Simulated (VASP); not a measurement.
# CsPbCl3 (Pm-3m) in VASP: further runs

Runs on CsPbCl3. Level: r2SCAN. Tasks: single point.

Program: VASP 6.6.1. These are calculated values, not measurements. Logs are shortened: lines on timing, memory, paths and dates and some standing lists are left out, and cuts for length are marked.

## (1) The cell of the first run

Symmetry: Pm-3m, No. 221, cubic system. Conventional cell: a = 5.619 Å, b = 5.619 Å, c = 5.619 Å, α = 90.00°, β = 90.00°, γ = 90.00°. Cs (site symmetry m-3m) has 12 Cl at 3.97 Å and 8 Pb at 4.87 Å within 5.2 Å. Pb (site symmetry m-3m) has 6 Cl at 2.81 Å within 3.7 Å. Cl (site symmetry 4/mmm) has 2 Pb at 2.81 Å within 3.7 Å.

## (2) Single point, r2SCAN (volume changed by -3%)

File POSCAR:

```
CsPbCl3
1.0
    5.6193847361      0.0000000000      0.0000000000
    0.0000000000      5.6193847361      0.0000000000
    0.0000000000      0.0000000000      5.6193847361
Cs Pb Cl
1 1 3
Direct
    0.0000000000      0.0000000000      0.0000000000
    0.5000000000      0.5000000000      0.5000000000
    0.5000000000      0.5000000000      0.0000000000
    0.0000000000      0.5000000000      0.5000000000
    0.5000000000      0.0000000000      0.5000000000
```

File INCAR.step1:

```
SYSTEM = CsPbCl3
ALGO = Normal
EDIFF = 1E-4
ENCUT = 520
GGA = PE
ISMEAR = 0
LASPH = .True.
LCHARG = .False.
LREAL = .False.
LWAVE = .True.
NBANDS = 30
NELM = 60
PREC = Accurate
SIGMA = 0.01
```

File INCAR.step2:

```
SYSTEM = CsPbCl3
ALGO = Normal
EDIFF = 1E-7
ENCUT = 520
ISIF = 2
ISMEAR = 0
ISTART = 1
LASPH = .True.
LCHARG = .False.
LMIXTAU = .True.
LREAL = .False.
LWAVE = .False.
METAGGA = R2SCAN
NBANDS = 30
NELM = 60
PREC = Accurate
SIGMA = 0.01
```

File KPOINTS:

```
k-points
0
Gamma
  4 4 4
  0 0 0
```

Potentials or basis: VASP PAW PBE potentials, release 64 (Cs_sv, Pb_d, Cl).

Run with:

```console
$ cat potpaw_PBE.64/Cs_sv/POTCAR potpaw_PBE.64/Pb_d/POTCAR potpaw_PBE.64/Cl/POTCAR > POTCAR
$ cp INCAR.step1 INCAR
$ mpirun -np 1 vasp_std > vasp.out
$ cp INCAR.step2 INCAR
$ mpirun -np 1 vasp_std > vasp.out
```

OUTCAR:

```text
SYSTEM = CsPbCl3
   EDIFF = 1E-7
   ENCUT = 520
   ISIF = 2
   ISMEAR = 0
   ISTART = 1
   LASPH = .True.
   LREAL = .False.
   METAGGA = R2SCAN
   NELM = 60
   PREC = Accurate

 ion  position               nearest neighbor table
   1  0.000  0.000  0.000-
   2  0.500  0.500  0.500-   3 2.81   4 2.81   5 2.81   3 2.81   5 2.81   4 2.81
   3  0.500  0.500  0.000-   2 2.81   2 2.81
   4  0.000  0.500  0.500-   2 2.81   2 2.81
   5  0.500  0.000  0.500-   2 2.81   2 2.81

  LATTYP: Found a simple cubic cell.
 ALAT       =     5.6193847361

  Lattice vectors:

 A1 = (   5.6193847361,   0.0000000000,   0.0000000000)
 A2 = (   0.0000000000,   5.6193847361,   0.0000000000)
 A3 = (   0.0000000000,   0.0000000000,   5.6193847361)

Analysis of symmetry for initial positions (statically):
=====================================================================
 Subroutine PRICEL returns:
 Original cell was already a primitive cell.

 Routine SETGRP: Setting up the symmetry group for a
 simple cubic supercell.

 Subroutine GETGRP returns: Found 48 space group operations
 (whereof 48 operations were pure point group operations)
 out of a pool of 48 trial point group operations.

The static configuration has the point symmetry O_h .

Analysis of symmetry for dynamics (positions and initial velocities):
=====================================================================
 Subroutine PRICEL returns:
 Original cell was already a primitive cell.

 Routine SETGRP: Setting up the symmetry group for a
 simple cubic supercell.

 Subroutine GETGRP returns: Found 48 space group operations
 (whereof 48 operations were pure point group operations)
 out of a pool of 48 trial point group operations.

The dynamic configuration has the point symmetry O_h .

 Subroutine INISYM returns: Found 48 space group operations
 (whereof 48 operations are pure point group operations),
 and found     1 'primitive' translations

----------------------------------------------------------------------------------------

                                     Primitive cell

  volume of cell :     177.4460

  direct lattice vectors                    reciprocal lattice vectors
     5.619384736  0.000000000  0.000000000     0.177955425  0.000000000  0.000000000
     0.000000000  5.619384736  0.000000000     0.000000000  0.177955425  0.000000000
     0.000000000  0.000000000  5.619384736     0.000000000  0.000000000  0.177955425

  length of vectors
     5.619384736  5.619384736  5.619384736     0.177955425  0.177955425  0.177955425
[... 74 lines left out ...]
   EDIFFG = 0.1E-05   stopping-criterion for IOM
   NSW    =      0    number of steps for IOM
   IBRION =     -1    ionic relax: 0-MD 1-quasi-New 2-CG
   NFREE  =      0    steps in history (QN), initial steepest desc. (CG)
   ISIF   =      2    stress and relaxation
   ISYM   =      2    0-nonsym 1-usesym 2-fastsym
   POTIM  = 0.5000    time-step for ionic-motion
   TEBEG  =    0.0;   TEEND  =   0.0 temperature during run
   PSTRESS=    0.0 pullay stress
   NELECT =      44.0000    total number of electrons
   NUPDOWN=      -1.0000    fix difference up-down
   EMIN   =  10.00;   EMAX   =-10.00  energy-range for DOS
   EFERMI =   0.00;   METHOD = LEGACY
   ISMEAR =     0;   SIGMA  =   0.01  broadening in eV -4-tet -1-fermi 0-gaus
   EFERMI_NEDOS =   21; number of points for ismear=-14 and -15
   IALGO  =     38    algorithm
   IMIX   =      4    mixing-type and parameters
     AMIX     =   0.40;   BMIX     =  1.00
     AMIX_MAG =   1.60;   BMIX_MAG =  1.00
  volume/ion in A,a.u.               =      35.49       239.49
  Fermi-wavevector in a.u.,A,eV,Ry     =   1.028498  1.943580 14.392365  1.057809
  Thomas-Fermi vector in A             =   2.162498
   LORBIT       =      0    0 simple, 1 ext, 2 COOP (PROOUT), +10 PAW based schemes
   METAGGA = R2SCAN    functional components
   LHFCALC =     F    Hartree Fock is set to
   AEXX    =    0.0000 exact exchange contribution
   IVDW    =     0    specifies the selected vdW correction
   LEPSILON=     F    determine dielectric tensor
   LRPA    =     F    only Hartree local field effects (RPA)
 non-spin polarized calculation
 Gauss-broadening in eV      SIGMA  =   0.01
  energy-cutoff  :      520.00
  volume of cell :      177.45
 maximum number of plane-waves:      4801
 NGX is ok and might be reduce to    42
   NGX = 21   NGY = 21   NGZ = 21

 number of electron      44.0000010 magnetization

 Free energy of the ion-electron system (eV)
  ---------------------------------------------------
  ext. energy  EPLUGINS =         0.00000000
  ---------------------------------------------------
  free energy    TOTEN  =      -108.15760638 eV

  energy without entropy =     -108.15760638  energy(sigma->0) =     -108.15760638

 E-fermi :   1.5680     XC(G=0):  -8.2187

 val. band max:        1.4952091730   @ k =   0.5000   0.5000   0.5000
 cond. band min:       3.8368850506   @ k =   0.5000   0.5000   0.5000
 fundamental gap:      2.3416758776
 Fermi energy:         1.5680053153

 k-point     1 :       0.0000    0.0000    0.0000
  band No.  band energies     occupation
      1     -20.4851      2.00000
      2     -15.9010      2.00000
      3     -15.9010      2.00000
      4     -15.6302      2.00000
      5     -15.6302      2.00000
      6     -15.6302      2.00000
[... 319 lines left out ...]
     29       7.5639      0.00000
     30       8.7998      0.00000

------------------------ aborting loop because EDIFF is reached ----------------------------------------

  FORCE on cell =-STRESS in cart. coord.  units (eV):
  Direction    XX          YY          ZZ          XY          YZ          ZX
  --------------------------------------------------------------------------------------
  -------------------------------------------------------------------------------------
  Total        0.8907887      0.8907887      0.8907887      0.0000000      0.0000000      0.0000000
  in kB        8.0430172      8.0430172      8.0430172      0.0000000      0.0000000      0.0000000
  external PRESSURE =       8.0430172 kB  Pullay stress =       0.0000000 kB

 VOLUME and BASIS-vectors are now :
 -----------------------------------------------------------------------------
  energy-cutoff  :      520.00
  volume of cell :      177.45
      direct lattice vectors                 reciprocal lattice vectors
     5.619384736  0.000000000  0.000000000     0.177955425  0.000000000  0.000000000
     0.000000000  5.619384736  0.000000000     0.000000000  0.177955425  0.000000000
     0.000000000  0.000000000  5.619384736     0.000000000  0.000000000  0.177955425

 POSITION                                       TOTAL-FORCE (eV/Angst)
 -----------------------------------------------------------------------------------
      0.00000      0.00000      0.00000         0.000000      0.000000      0.000000
      2.80969      2.80969      2.80969         0.000000      0.000000      0.000000
      2.80969      2.80969      0.00000         0.000000      0.000000      0.000000
      0.00000      2.80969      2.80969         0.000000      0.000000      0.000000
      2.80969      0.00000      2.80969         0.000000      0.000000      0.000000
 -----------------------------------------------------------------------------------
    total drift:                                0.000000     -0.000000     -0.000000

  FREE ENERGIE OF THE ION-ELECTRON SYSTEM (eV)
  ---------------------------------------------------
  free  energy   TOTEN  =      -108.1576063763 eV

  energy  without entropy=     -108.1576063763  energy(sigma->0) =     -108.15760638
```

OSZICAR.step1:

```text
N       E                     dE             d eps       ncg     rms          rms(c)
DAV:   1     0.407986245282E+03    0.40799E+03   -0.19713E+04   600   0.135E+03
DAV:   2     0.345032425075E+02   -0.37348E+03   -0.35481E+03   654   0.310E+02
DAV:   3    -0.163793626182E+02   -0.50883E+02   -0.50354E+02   776   0.124E+02
DAV:   4    -0.182979893744E+02   -0.19186E+01   -0.19120E+01   760   0.298E+01
DAV:   5    -0.183604373684E+02   -0.62448E-01   -0.62435E-01   792   0.474E+00    0.532E+00
DAV:   6    -0.175199742895E+02    0.84046E+00   -0.14713E+00   836   0.121E+01    0.347E+00
DAV:   7    -0.174798468875E+02    0.40127E-01   -0.59269E-01   886   0.439E+00    0.190E+00
DAV:   8    -0.174947096850E+02   -0.14863E-01   -0.77115E-02   826   0.224E+00    0.268E-01
DAV:   9    -0.174927462640E+02    0.19634E-02   -0.16659E-02   908   0.104E+00    0.134E-01
DAV:  10    -0.174932555416E+02   -0.50928E-03   -0.18223E-03   732   0.246E-01    0.578E-02
DAV:  11    -0.174933307822E+02   -0.75241E-04   -0.17793E-04   606   0.112E-01
   1 F= -.17493331E+02 E0= -.17493331E+02  d E =-.803795E-65
```

Wall time 3 min (1 thread of Intel Xeon 6975P-C, shared host); peak memory 0.31 GiB.

What came out:

| Property | Result |
| --- | --- |
| Free energy | -108.1576 eV |
| Pressure | 0.8 GPa |
| Band gap on the k mesh | 2.34 eV, direct |

Caveat: the cell differs from its parent crystal (volume changed by -3%); the PAW data sets were made with another functional, which shifts forces and pressure a little; spin-orbit coupling is left out, which moves the levels of the heavy elements. A k mesh can miss the band edges.

## (3) Single point, r2SCAN

This run uses another cell than the first one, of 36.59 Å³/atom, 1.031 times its volume.

POSCAR, as its differences from that of step 2:

```diff
@@ -2,5 +2,5 @@
 1.0
-    5.6193847361      0.0000000000      0.0000000000
-    0.0000000000      5.6193847361      0.0000000000
-    0.0000000000      0.0000000000      5.6193847361
+    5.6767293573      0.0000000000      0.0000000000
+    0.0000000000      5.6767293573      0.0000000000
+    0.0000000000      0.0000000000      5.6767293573
 Cs Pb Cl
```

File INCAR.step1:

```
SYSTEM = CsPbCl3
  ALGO = Normal
  EDIFF = 1E-4
  ENCUT = 520
  GGA = PE
  ISMEAR = 0
  LASPH = .TRUE.
  LCHARG = .FALSE.
  LREAL = .FALSE.
  LWAVE = .TRUE.
  NBANDS = 30
  NELM = 80
  PREC = Accurate
  SIGMA = 0.01
```

File INCAR.step2:

```
SYSTEM = CsPbCl3
  ALGO = Normal
  EDIFF = 1E-6
  ENCUT = 520
  ISIF = 2
  ISMEAR = 0
  ISTART = 1
  LASPH = .TRUE.
  LCHARG = .FALSE.
  LMIXTAU = .TRUE.
  LREAL = .FALSE.
  LWAVE = .FALSE.
  METAGGA = R2SCAN
  NBANDS = 30
  NELM = 80
  PREC = Accurate
  SIGMA = 0.01
```

File KPOINTS:

```
k-points
0
G
  4 4 4
  0 0 0
```

Potentials or basis: VASP PAW PBE potentials, release 64 (Cs_sv, Pb_d, Cl).

Run with:

```console
$ cat potpaw_PBE.64/Cs_sv/POTCAR potpaw_PBE.64/Pb_d/POTCAR potpaw_PBE.64/Cl/POTCAR > POTCAR
$ cp INCAR.step1 INCAR
$ mpirun -np 1 vasp_std > vasp.out
$ cp INCAR.step2 INCAR
$ mpirun -np 1 vasp_std > vasp.out
```

Wall time 2.7 min (1 thread of Intel Xeon 6975P-C, shared host); peak memory 0.31 GiB.

The run converged. Its results:

```yaml
Free_energy: -108.1728 eV
Pressure: 0.0 GPa
Band_gap_on_the_k_mesh: 2.48 eV, direct
```

Levels at points of the mesh, in eV from the valence-band top:
```csv
k point,band 20,band 21,band 22,band 23,band 24,band 25
"(0.00, 0.00, 0.00)",-2.43,-2.43,-2.43,4.01,4.91,4.91
"(0.50, 0.00, 0.00)",-2.53,-2.53,-1.64,3.50,5.33,5.79
"(0.50, 0.50, 0.00)",-2.68,-2.13,-0.79,3.03,3.03,5.41
"(0.50, 0.50, 0.50)",-2.12,-2.12,0.00,2.48,2.48,2.48
```

Caveat: the PAW data sets were made with another functional, which shifts forces and pressure a little; spin-orbit coupling is left out, which moves the levels of the heavy elements.
